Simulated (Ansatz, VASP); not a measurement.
## One calculation of S, two programs

The input INCAR:

```
SYSTEM = S
ALGO = Normal ; EDIFF = 1E-6
ENCUT = 520 ; ISIF = 2
ISMEAR = 0 ; LASPH = .True.
LCHARG = .False. ; LREAL = .False.
LWAVE = .False. ; NBANDS = 9
NELM = 60 ; PREC = Accurate
SIGMA = 0.15
```

The input KPOINTS:

```
k-points
0
Gamma
  20 20 20
  0 0 0
```

Contents of POSCAR:

```
S
1.0
    0.0000000000      1.9644350888      1.9943503440
    1.9644350888      0.0000000000      1.9943503440
    1.9644350888      1.9644350888      0.0000000000
S
1
Direct
    0.0000000000      0.0000000000      0.0000000000
```

Input for Ansatz:

```yaml
crystal:
  lattice:
    - [0.0, 1.9644350888, 1.994350344]
    - [1.9644350888, 0.0, 1.994350344]
    - [1.9644350888, 1.9644350888, 0.0]
  atoms:
    - { symbol: S, position: [0.0, 0.0, 0.0] }
basis:
  ecutwfc: 420
kpoints:
  mp_grid: { grid: [20, 20, 20] }
hamiltonian:
  xc: lda
scf:
  occupations: { method: gaussian, width: 0.15 }
output:
  forces: true
  stress: true
  eigenvalues: true
```

Change from the starting cell: strain -0.015 along x and y, +0.000 along z, atoms carried along.

Alike in both runs: task single point; functional LDA; k mesh 20 × 20 × 20; occupations gaussian, width 0.15 eV; no spin polarisation.

|  | VASP | Ansatz |
| --- | --- | --- |
| version | VASP 6.6.1 | Ansatz 0.2.0 |
| potentials or method | VASP PAW LDA potentials, release 64 (S), cutoff 520 eV | scalar-relativistic, plane waves, PAW |
| valence electrons in the cell | 6 | 6 |

|  | VASP | Ansatz | Ansatz less VASP |
| --- | --- | --- | --- |
| gap on the k mesh at the Fermi level (eV) | none | none | - |
| pressure (GPa) | -4.2 | -4.2 | +0.04 |
| traceless stress, the component that is largest in VASP (GPa) | 0.92 | 0.93 | +0.005 |

LDA's correlation is that of Perdew and Zunger in VASP and of Perdew and Wang (1992) in Ansatz. A gap of «none» marks a metal or a gap that the smearing closes.
